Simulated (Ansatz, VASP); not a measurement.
## One calculation of Cd, two programs

Contents of INCAR:

```
SYSTEM = Cd
ALGO = Normal ; EDIFF = 1E-6
ENCUT = 520 ; GGA = PS
ISIF = 2 ; ISMEAR = -1
LASPH = .TRUE. ; LCHARG = .FALSE.
LREAL = .FALSE. ; LWAVE = .FALSE.
NBANDS = 12 ; NELM = 80
PREC = Accurate ; SIGMA = 0.1
```

The input KPOINTS:

```
k-points
0
G
  15 15 15
  0 0 0
```

The input POSCAR:

```
Cd
1.0
   -1.7001304326      1.7001304326      1.7001304326
    1.7001304326     -1.7001304326      1.7001304326
    1.7001304326      1.7001304326     -1.7001304326
Cd
1
Direct
    0.0000000000      0.0000000000      0.0000000000
```

Input for Ansatz:

```yaml
crystal:
  lattice:
    - [-1.7001304326, 1.7001304326, 1.7001304326]
    - [1.7001304326, -1.7001304326, 1.7001304326]
    - [1.7001304326, 1.7001304326, -1.7001304326]
  atoms:
    - { symbol: Cd, position: [0.0, 0.0, 0.0] }
kpoints:
  mp_grid: { grid: [15, 15, 15] }
scf:
  occupations: { method: fermi_dirac, width: 0.1 }
  n_extra_bands: 16
hamiltonian:
  xc: pbesol
  pseudopotentials: { kind: paw }
output:
  forces: true
  stress: true
  eigenvalues: true
  populations: true
  write_density: true
  write_potential: true
  elf: true
  volumetric_format: npy
```

Alike in both runs: task single point; functional PBEsol; k mesh 15 × 15 × 15; occupations fermi-dirac, width 0.1 eV; no spin polarisation.

|  | VASP | Ansatz |
| --- | --- | --- |
| version | VASP 6.6.1 | Ansatz 0.2.0 |
| potentials or method | VASP PAW PBE potentials, release 64 (Cd) | PAW with Ansatz's default frozen-core files, scalar-relativistic |
| plane-wave cutoff (eV) | 520 | 420 |
| valence electrons in the cell | 12 | 20 |

```tsv
	VASP	Ansatz	Ansatz less VASP
gap on the k mesh at the Fermi level (eV)	none	none	-
pressure (GPa)	6.1	5.6	-0.48
```

VASP's potentials were made for PBE, not for PBEsol. A gap of «none» marks a metal or a gap that the smearing closes. The functional is the same, so the differences come from potentials, cutoffs and numerics. VASP's potentials hold 12 valence electrons a cell and Ansatz's 20, so a difference there can come from the potentials and not from the codes.
